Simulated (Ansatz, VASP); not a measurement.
# BaO in VASP and in Ansatz

INCAR

```
SYSTEM = BaO
  ALGO = Normal
  EDIFF = 1E-6
  ENCUT = 600
  GGA = PS
  GGA_COMPAT = .False.
  ISIF = 2
  ISMEAR = 0
  LASPH = .True.
  LCHARG = .True.
  LELF = .True.
  LREAL = .False.
  LVHAR = .True.
  LWAVE = .False.
  NBANDS = 15
  NELM = 120
  PREC = Accurate
  SIGMA = 0.02
```

KPOINTS

```
k-points
0
Gamma
  6 6 6
  0 0 0
```

POSCAR

```
BaO
1.0
    0.0000000000      2.7450539668      2.7450539668
    2.7450539668      0.0000000000      2.7450539668
    2.7450539668      2.7450539668      0.0000000000
Ba O
1 1
Direct
    0.0000000000      0.0000000000      0.0000000000
    0.5000000000      0.5000000000      0.5000000000
```

Input for Ansatz:

```yaml
crystal:
  lattice:
    - [0.0, 2.7450539668, 2.7450539668]
    - [2.7450539668, 0.0, 2.7450539668]
    - [2.7450539668, 2.7450539668, 0.0]
  atoms:
    - { symbol: Ba, position: [0.0, 0.0, 0.0] }
    - { symbol: O, position: [0.5, 0.5, 0.5] }
basis:
  ecutwfc: 420
kpoints:
  mp_grid: { grid: [6, 6, 6] }
hamiltonian:
  xc: pbesol
  pseudopotentials: { kind: paw, azcp: { folder: soft_1 } }
scf:
  occupations: { method: gaussian, width: 0.02 }
output:
  forces: true
  stress: true
  eigenvalues: true
```

Alike in both runs: task single point; functional PBEsol; k mesh 6 × 6 × 6; occupations gaussian, width 0.02 eV; no spin polarisation.

|  | VASP | Ansatz |
| --- | --- | --- |
| version | VASP 6.6.1 | Ansatz 0.2.0 |
| potentials or method | VASP PAW PBE potentials, release 64 (Ba_sv, O), cutoff 600 eV | scalar-relativistic, plane waves, PAW |
| valence electrons in the cell | 16 | 16 |

Ansatz gave:

```
gap on the k mesh at the Fermi level (eV) : 1.84
least direct gap on the mesh (eV)         : 1.84
pressure (GPa)                            : 0.0
```

Q: Which values does VASP return?

A: gap on the k mesh at the Fermi level (eV): 1.77; least direct gap on the mesh (eV): 1.77; pressure (GPa): 1.8.

VASP's potentials were made for PBE, not for PBEsol, and Ansatz warns of the same on its side. With one functional, cell and mesh, what is left measures potentials, basis and numerics.

Spin-orbit coupling is off throughout.
